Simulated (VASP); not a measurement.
# Ta in VASP: notebook

Ta is run at these levels: PBEsol; tasks: single point.

Everything below comes from runs of VASP 6.6.1. Logs are shortened: lines on timing, memory, paths and dates and some standing lists are left out, and cuts for length are marked.

## Step 1: The cell of the first run

It takes space group Im-3m (No. 229, cubic). Conventional cell: a = 3.367 Å, b = 3.367 Å, c = 3.367 Å, α = 90.00°, β = 90.00°, γ = 90.00°. Ta (site symmetry m-3m) has 14 Ta at 2.92 to 3.37 Å within 3.8 Å.

## Step 2: Single point, PBEsol (volume scaled by 1.06)

INCAR reads:

```
SYSTEM = Ta
PREC     = Accurate       ! precision mode
ENCUT    = 520            ! plane-wave cutoff, eV
EDIFF    = 1E-6           ! SCF threshold, eV
ISMEAR   = -1             ! smearing method
SIGMA    = 0.05           ! smearing width, eV
LREAL    = .FALSE.        ! projectors in reciprocal space
LASPH    = .TRUE.         ! aspherical terms in the spheres
NELM     = 80             ! most SCF steps
ALGO     = Normal         ! electronic algorithm
ISIF     = 2              ! what is computed and relaxed
LWAVE    = .FALSE.        ! write WAVECAR
LCHARG   = .TRUE.         ! write CHGCAR
GGA      = PS             ! functional
LELF     = .TRUE.         ! ELF
LVHAR    = .TRUE.       
NBANDS   = 12             ! bands
```

KPOINTS reads:

```
Automatic mesh
0
G
  15 15 15
  0 0 0
```

POSCAR reads:

```
Ta
1.0
   -1.6836662614      1.6836662614      1.6836662614
    1.6836662614     -1.6836662614      1.6836662614
    1.6836662614      1.6836662614     -1.6836662614
Ta
1
Direct
    0.0000000000      0.0000000000      0.0000000000
```

Potentials or basis: VASP PAW PBE potentials, release 64 (Ta_pv).

Launch:

```console
$ cat potpaw_PBE.64/Ta_pv/POTCAR > POTCAR
$ mpirun -np 1 vasp_std > vasp.out
```

OUTCAR:

```text
SYSTEM = Ta
   PREC = Accurate
   ENCUT = 520
   EDIFF = 1E-6
   ISMEAR = -1
   LREAL = .FALSE.
   LASPH = .TRUE.
   NELM = 80
   ISIF = 2
   GGA = PS

 ion  position               nearest neighbor table
   1  0.000  0.000  0.000-

  LATTYP: Found a body centered cubic cell.
 ALAT       =     3.3673325228

  Lattice vectors:

 A1 = (  -1.6836662614,   1.6836662614,   1.6836662614)
 A2 = (   1.6836662614,  -1.6836662614,   1.6836662614)
 A3 = (   1.6836662614,   1.6836662614,  -1.6836662614)

Analysis of symmetry for initial positions (statically):
=====================================================================
 Subroutine PRICEL returns:
 Original cell was already a primitive cell.

 Routine SETGRP: Setting up the symmetry group for a
 body centered cubic supercell.

 Subroutine GETGRP returns: Found 48 space group operations
 (whereof 48 operations were pure point group operations)
 out of a pool of 48 trial point group operations.

The static configuration has the point symmetry O_h .

Analysis of symmetry for dynamics (positions and initial velocities):
=====================================================================
 Subroutine PRICEL returns:
 Original cell was already a primitive cell.

 Routine SETGRP: Setting up the symmetry group for a
 body centered cubic supercell.

 Subroutine GETGRP returns: Found 48 space group operations
 (whereof 48 operations were pure point group operations)
 out of a pool of 48 trial point group operations.

The dynamic configuration has the point symmetry O_h .

 Subroutine INISYM returns: Found 48 space group operations
 (whereof 48 operations are pure point group operations),
 and found     1 'primitive' translations

----------------------------------------------------------------------------------------

                                     Primitive cell

  volume of cell :      19.0910

  direct lattice vectors                    reciprocal lattice vectors
    -1.683666261  1.683666261  1.683666261     0.000000000  0.296970968  0.296970968
     1.683666261 -1.683666261  1.683666261     0.296970968  0.000000000  0.296970968
     1.683666261  1.683666261 -1.683666261     0.296970968  0.296970968  0.000000000

  length of vectors
     2.916195508  2.916195508  2.916195508     0.419980371  0.419980371  0.419980371

  position of ions in fractional coordinates (direct lattice)
     0.000000000  0.000000000  0.000000000

  ion indices of the primitive-cell ions
   primitive index   ion index
                 1           1

----------------------------------------------------------------------------------------

 KPOINTS: Automatic mesh

Automatic generation of k-mesh.
 Grid dimensions read from file:
 generate k-points for:   15   15   15

 Generating k-lattice:

  Cartesian coordinates                     Fractional coordinates (reciprocal lattice)
     0.000000000  0.019798065  0.019798065     0.066666667  0.000000000  0.000000000
     0.019798065  0.000000000  0.019798065     0.000000000  0.066666667  0.000000000
     0.019798065  0.019798065  0.000000000     0.000000000  0.000000000  0.066666667

  Length of vectors
     0.027998691  0.027998691  0.027998691

  Shift w.r.t. Gamma in fractional coordinates (k-lattice)
     0.000000000  0.000000000  0.000000000

 Subroutine IBZKPT returns following result:
 ===========================================

 Found    120 irreducible k-points:

 Following reciprocal coordinates:
            Coordinates               Weight
  0.000000  0.000000  0.000000      1.000000
  0.066667  0.000000  0.000000     12.000000
  0.133333  0.000000  0.000000     12.000000
  0.200000  0.000000  0.000000     12.000000
  0.266667  0.000000  0.000000     12.000000
  0.333333  0.000000  0.000000     12.000000
[... 16 lines left out ...]
  0.333333  0.200000  0.000000     48.000000
  0.400000  0.200000  0.000000     24.000000
 [... further k-points ...]
   k-points           NKPTS =    120   k-points in BZ     NKDIM =    120   number of bands    NBANDS=     12
   number of dos      NEDOS =    301   number of ions     NIONS =      1
   total plane-waves  NPLWV =  13824
   dimension x,y,z NGX =    24 NGY =   24 NGZ =   24
   dimension x,y,z NGXF=    48 NGYF=   48 NGZF=   48
   ions per type =               1
   NGX,Y,Z   is equivalent  to a cutoff of  13.68, 13.68, 13.68 a.u.
   NGXF,Y,Z  is equivalent  to a cutoff of  27.36, 27.36, 27.36 a.u.
 SYSTEM =  Ta
   PREC   = accura    normal or accurate (medium, high low for compatibility)
   ISTART =      0    job   : 0-new  1-cont  2-samecut
   ICHARG =      2    charge: 1-file 2-atom 10-const
   ISPIN  =      1    spin polarized calculation?
   LNONCOLLINEAR =      F non collinear calculations
   LSORBIT =      F    spin-orbit coupling
   LASPH  =      T    aspherical Exc in radial PAW
   ENCUT  =  520.0 eV  38.22 Ry    6.18 a.u.   5.42  5.42  5.42*2*pi/ulx,y,z
   NELM   =     80;   NELMIN=  2; NELMDL= -5     # of ELM steps
   EDIFF  = 0.1E-05   stopping-criterion for ELM
   LREAL  =      F    real-space projection
   EDIFFG = 0.1E-04   stopping-criterion for IOM
   NSW    =      0    number of steps for IOM
   IBRION =     -1    ionic relax: 0-MD 1-quasi-New 2-CG
   NFREE  =      0    steps in history (QN), initial steepest desc. (CG)
   ISIF   =      2    stress and relaxation
   ISYM   =      2    0-nonsym 1-usesym 2-fastsym
   POTIM  = 0.5000    time-step for ionic-motion
   TEBEG  =    0.0;   TEEND  =   0.0 temperature during run
   PSTRESS=    0.0 pullay stress
   NELECT =      11.0000    total number of electrons
   NUPDOWN=      -1.0000    fix difference up-down
   EMIN   =  10.00;   EMAX   =-10.00  energy-range for DOS
   EFERMI =   0.00;   METHOD = LEGACY
   ISMEAR =    -1;   SIGMA  =   0.05  broadening in eV -4-tet -1-fermi 0-gaus
   EFERMI_NEDOS =   21; number of points for ismear=-14 and -15
   IALGO  =     38    algorithm
   IMIX   =      4    mixing-type and parameters
     AMIX     =   0.40;   BMIX     =  1.00
     AMIX_MAG =   1.60;   BMIX_MAG =  1.00
  volume/ion in A,a.u.               =      19.09       128.83
  Fermi-wavevector in a.u.,A,eV,Ry     =   1.362270  2.574316 25.249397  1.855778
  Thomas-Fermi vector in A             =   2.488774
   LORBIT       =      0    0 simple, 1 ext, 2 COOP (PROOUT), +10 PAW based schemes
   GGA     = PS    functional components
   LHFCALC =     F    Hartree Fock is set to
   AEXX    =    0.0000 exact exchange contribution
   IVDW    =     0    specifies the selected vdW correction
   LEPSILON=     F    determine dielectric tensor
   LRPA    =     F    only Hartree local field effects (RPA)
 non-spin polarized calculation
  energy-cutoff  :      520.00
  volume of cell :       19.09
 maximum number of plane-waves:       533
 NGX is ok and might be reduce to    24
   NGX = 11   NGY = 11   NGZ = 11

 number of electron      10.9999998 magnetization

 Free energy of the ion-electron system (eV)
  ---------------------------------------------------
  ext. energy  EPLUGINS =         0.00000000
  ---------------------------------------------------
  free energy    TOTEN  =       -12.49059759 eV

  energy without entropy =      -12.47810744  energy(sigma->0) =      -12.48435251

 E-fermi :   4.8544     XC(G=0): -12.4335

 val. band max:        4.8373145680   @ k =   0.4000   0.2000   0.0000
 cond. band min:       4.8544255811   @ k =  -0.2000   0.2667   0.0667
 fundamental gap:      0.0171110131
 Fermi energy:         4.8544143696

 k-point     1 :       0.0000    0.0000    0.0000
  band No.  band energies     occupation
      1     -28.3976      2.00000
      2     -28.3976      2.00000
      3     -28.3976      2.00000
      4      -2.8383      2.00000
      5       5.5759      0.00000
      6       5.5759      0.00000
      7       5.5759      0.00000
      8       8.6419      0.00000
      9       8.6419      0.00000
     10      19.3150      0.00000
     11      19.6304      0.00000
     12      19.6304      0.00000

 k-point     2 :       0.0667    0.0000    0.0000
  band No.  band energies     occupation
      1     -28.4429      2.00000
      2     -28.4118      2.00000
      3     -28.3978      2.00000
      4      -2.6529      2.00000
      5       5.4577      0.00001
      6       5.5413      0.00000
      7       5.7565      0.00000
      8       8.4564      0.00000
      9       8.6435      0.00000
     10      19.3146      0.00000
     11      19.7916      0.00000
     12      19.9564      0.00000

 k-point     3 :       0.1333    0.0000    0.0000
  band No.  band energies     occupation
      1     -28.5690      2.00000
      2     -28.4516      2.00000
      3     -28.3983      2.00000
      4      -2.1220      2.00000
      5       5.1425      0.00627
      6       5.3832      0.00005
      7       6.2905      0.00000
      8       8.1223      0.00000
      9       8.6613      0.00000
     10      19.3138      0.00000
     11      20.1403      0.00000
     12      20.8909      0.00000
[... 286 lines left out ...]
 k-point    23 :       0.3333    0.2000    0.0000
  band No.  band energies     occupation
      1     -29.2377      2.00000
      2     -28.8252      2.00000
      3     -28.4946      2.00000
      4       1.7713      2.00000
      5       3.5939      2.00000
      6       4.6337      1.97608
      7       8.3570      0.00000
      8       9.4817      0.00000
      9      13.1156      0.00000
     10      14.7335      0.00000
     11      18.3456      0.00000
     12      19.3242      0.00000

 k-point    24 :       0.4000    0.2000    0.0000
  band No.  band energies     occupation
      1     -29.2530      2.00000
      2     -28.8520      2.00000
      3     -28.4965      2.00000
      4       1.8084      2.00000
      5       3.5886      2.00000
      6       4.8373      1.16935
      7       8.3770      0.00000
      8       9.6488      0.00000
      9      13.7406      0.00000
     10      14.0481      0.00000
     11      17.8715      0.00000
     12      19.3236      0.00000

 [... further k-points ...]
[... 5 lines left out ...]
  --------------------------------------------------------------------------------------
  -------------------------------------------------------------------------------------
  Total       -1.6535334     -1.6535334     -1.6535334     -0.0000000      0.0000000      0.0000000
  in kB     -138.7699827   -138.7699827   -138.7699827     -0.0000000      0.0000000      0.0000000
  external PRESSURE =    -138.7699827 kB  Pullay stress =       0.0000000 kB

 VOLUME and BASIS-vectors are now :
 -----------------------------------------------------------------------------
  energy-cutoff  :      520.00
  volume of cell :       19.09
      direct lattice vectors                 reciprocal lattice vectors
    -1.683666261  1.683666261  1.683666261     0.000000000  0.296970968  0.296970968
     1.683666261 -1.683666261  1.683666261     0.296970968  0.000000000  0.296970968
     1.683666261  1.683666261 -1.683666261     0.296970968  0.296970968  0.000000000

 POSITION                                       TOTAL-FORCE (eV/Angst)
 -----------------------------------------------------------------------------------
      0.00000      0.00000      0.00000        -0.000000      0.000000      0.000000
 -----------------------------------------------------------------------------------
    total drift:                               -0.000000      0.000000      0.000000

  FREE ENERGIE OF THE ION-ELECTRON SYSTEM (eV)
  ---------------------------------------------------
  free  energy   TOTEN  =       -12.4905975852 eV

  energy  without entropy=      -12.4781074401  energy(sigma->0) =      -12.48435251
```

Wall time 10 s (1 thread of Intel Xeon 6975P-C, shared host); peak memory 0.16 GiB.

Results:

* Free energy: -12.4906 eV
* Pressure: -13.9 GPa

Caveat: the PAW data sets were made with another functional, which shifts forces and pressure a little; spin-orbit coupling is left out, which moves the levels of the heavy elements.

## Step 3: Single point, PBEsol (equal xx and yy strain of +1 %)

INCAR reads:

```
  PREC = Accurate
  ENCUT = 500
  EDIFF = 1E-6
  ISMEAR = -1
  SIGMA = 0.05
  LREAL = False
  LASPH = True
  NELM = 120
  ALGO = Normal
  ISIF = 2
  LWAVE = False
  LCHARG = False
  GGA = PS
  NBANDS = 12
  GGA_COMPAT = False
```

KPOINTS reads:

```
Automatic mesh
0
Gamma
  15 15 15
```

POSCAR reads:

```
Ta
1.0
   -1.6677928000      1.6677928000      1.6512800000
    1.6677928000     -1.6677928000      1.6512800000
    1.6677928000      1.6677928000     -1.6512800000
Ta
1
Direct
    0.0000000000      0.0000000000      0.0000000000
```

Potentials or basis: VASP PAW PBE potentials, release 64 (Ta_pv).

Launch:

```console
$ cat potpaw_PBE.64/Ta_pv/POTCAR > POTCAR
$ mpirun -np 1 vasp_std > vasp.out
```

OUTCAR:

```text
PREC = Accurate
   ENCUT = 500
   EDIFF = 1E-6
   ISMEAR = -1
   LREAL = False
   LASPH = True
   NELM = 120
   ISIF = 2
   GGA = PS

 ion  position               nearest neighbor table
   1  0.000  0.000  0.000-

  LATTYP: Found a body centered tetragonal cell.
 ALAT       =     3.3355856000
 C/A-ratio  =     0.9900990099

  Lattice vectors:

 A1 = (  -1.6677928000,   1.6677928000,   1.6512800000)
 A2 = (   1.6677928000,  -1.6677928000,   1.6512800000)
[... 530 lines left out ...]
      3     -28.0050      2.00000
      4       0.2774      2.00000
      5       4.4411      2.00000
      6       4.6518      1.99992
      7       8.1862      0.00000
      8       9.4411      0.00000
      9       9.7410      0.00000
     10      19.7082      0.00000
     11      20.0504      0.00000
     12      21.5199      0.00000

 [... further k-points ...]
[... 5 lines left out ...]
  --------------------------------------------------------------------------------------
  -------------------------------------------------------------------------------------
  Total       -0.9082220     -0.9082220     -0.7922422      0.0000000     -0.0000000      0.0000000
  in kB      -79.2022804    -79.2022804    -69.0881686      0.0000000     -0.0000000      0.0000000
  external PRESSURE =     -75.8309098 kB  Pullay stress =       0.0000000 kB

 VOLUME and BASIS-vectors are now :
 -----------------------------------------------------------------------------
  energy-cutoff  :      500.00
  volume of cell :       18.37
      direct lattice vectors                 reciprocal lattice vectors
    -1.667792800  1.667792800  1.651280000     0.000000000  0.299797433  0.302795407
     1.667792800 -1.667792800  1.651280000     0.299797433  0.000000000  0.302795407
     1.667792800  1.667792800 -1.651280000     0.299797433  0.299797433  0.000000000

 POSITION                                       TOTAL-FORCE (eV/Angst)
 -----------------------------------------------------------------------------------
      0.00000      0.00000      0.00000         0.000000     -0.000000      0.000000
 -----------------------------------------------------------------------------------
    total drift:                                0.000000      0.000000     -0.000000

  FREE ENERGIE OF THE ION-ELECTRON SYSTEM (eV)
  ---------------------------------------------------
  free  energy   TOTEN  =       -12.5385188807 eV

  energy  without entropy=      -12.5274228109  energy(sigma->0) =      -12.53297085
```

OSZICAR:

```text
N       E                     dE             d eps       ncg     rms          rms(c)
DAV:   1     0.585037191293E+02    0.58504E+02   -0.60324E+03  6936   0.853E+02
DAV:   2    -0.120839602554E+02   -0.70588E+02   -0.68794E+02  7732   0.238E+02
DAV:   3    -0.130674325754E+02   -0.98347E+00   -0.97599E+00  8276   0.269E+01
DAV:   4    -0.130700327533E+02   -0.26002E-02   -0.25999E-02  7632   0.153E+00
DAV:   5    -0.130700416800E+02   -0.89268E-05   -0.89264E-05  8292   0.851E-02    0.133E+01
DAV:   6    -0.126592240124E+02    0.41082E+00   -0.32714E-01  8244   0.603E+00    0.636E+00
DAV:   7    -0.125398790530E+02    0.11934E+00   -0.27587E-01  8044   0.509E+00    0.368E-01
DAV:   8    -0.125385594435E+02    0.13196E-02   -0.94448E-03  7528   0.779E-01    0.141E-01
DAV:   9    -0.125385226970E+02    0.36746E-04   -0.13300E-04  8152   0.117E-01    0.230E-02
DAV:  10    -0.125385188488E+02    0.38482E-05   -0.30660E-06  7620   0.186E-02    0.234E-03
DAV:  11    -0.125385188807E+02   -0.31940E-07   -0.13207E-07  4356   0.406E-03
   1 F= -.12538519E+02 E0= -.12532971E+02  d E =-.110961E-01
```

stdout:

```text
POSCAR found type information on POSCAR Ta
 POSCAR found :  1 types and       1 ions
 scaLAPACK will be used
 -----------------------------------------------------------------------------
|                                                                             |
|                                                                             |
|     You enforced a specific xc type in the INCAR file but a different       |
|     I HOPE YOU KNOW WHAT YOU ARE DOING!                                     |
|                                                                             |
 -----------------------------------------------------------------------------

 LDA part: xc-table for (Slater+PW92), standard interpolation
 POSCAR, INCAR and KPOINTS ok, starting setup
 FFT: planning ... GRIDC
 FFT: planning ... GRID_SOFT
 FFT: planning ... GRID
 WAVECAR not read
 entering main loop
```

Run time: 26 s. Hardware: 1 thread of Intel Xeon 6975P-C, shared host; peak memory 0.18 GiB.

What came out:

```
Free energy : -12.5385 eV
Pressure    : -7.6 GPa
```

Levels at points of the mesh, in eV from the Fermi level:
```tsv
k point	band 3	band 4	band 5	band 6	band 7	band 8
(0.00, 0.00, 0.00)	-33.10	-7.85	0.64	0.77	0.77	3.84
```

Caveat: the cell differs from its parent crystal (equal xx and yy strain of +1 %); the PAW data sets were made with another functional, which shifts forces and pressure a little; spin-orbit coupling is left out, which moves the levels of the heavy elements.

## Step 4: Single point, PBEsol (zz strain of +2 %)

INCAR reads:

```
SYSTEM = Ta
  ALGO = Normal
  EDIFF = 1E-6
  ENCUT = 520
  GGA = PS
  ISIF = 2
  ISMEAR = -1
  LASPH = .True.
  LCHARG = .False.
  LREAL = .False.
  LWAVE = .False.
  NBANDS = 12
  NELM = 80
  PREC = Accurate
  SIGMA = 0.05
```

KPOINTS reads:

```
k-points
0
Gamma
  15 15 15
  0 0 0
```

POSCAR reads:

```
Ta
1.0
   -1.6512800000      1.6512800000      1.6843056000
    1.6512800000     -1.6512800000      1.6843056000
    1.6512800000      1.6512800000     -1.6843056000
Ta
1
Direct
    0.0000000000      0.0000000000      0.0000000000
```

Launch:

```console
$ cat potpaw_PBE.64/Ta_pv/POTCAR > POTCAR
$ mpirun -np 1 vasp_std > vasp.out
```

Wall time 88 s (1 thread of Intel Xeon 8259CL, shared host); peak memory 0.19 GiB.

The run converged. Its results:

| Item | Value |
| --- | --- |
| Free energy | -12.5375 eV |
| Pressure | -7.5 GPa |

Stress tensor (GPa, compression positive):
```
-6.78  0.00  0.00
 0.00 -6.78  0.00
 0.00  0.00 -8.95
```

Levels at points of the mesh, in eV from the Fermi level:
```
           k point  band 3  band 4  band 5  band 6  band 7  band 8
(0.00, 0.00, 0.00)  -33.10   -7.85    0.64    0.64    0.89    3.75
```

Caveat: the cell differs from its parent crystal (zz strain of +2 %); the PAW data sets were made with another functional, which shifts forces and pressure a little; spin-orbit coupling is left out, which moves the levels of the heavy elements.

## Step 5: Summary

| cell | cutoff (eV) | gap on the mesh (eV) | pressure (GPa) |
| --- | --- | --- | --- |
| a = 2.916 Å, angles 109.5°, 1 atom | 520 | none | -13.9 |
| a = 2.879 Å, angles 109.2, 109.2, 110.0°, 1 atom | 500 | none | -7.6 |
| a = 2.879 Å, angles 110.0, 110.0, 108.4°, 1 atom | 520 | none | -7.5 |

Alike in all rows: task single point; level PBEsol; potentials or basis VASP PAW PBE potentials, release 64 (Ta_pv); no spin polarisation; k mesh 15 × 15 × 15; smearing fermi-dirac 0.05 eV.

Caveats: the PAW data sets were made with another functional, which shifts forces and pressure a little; spin-orbit coupling is left out, which moves the levels of the heavy elements.

Absolute energies hang on the potentials; compare differences alone.
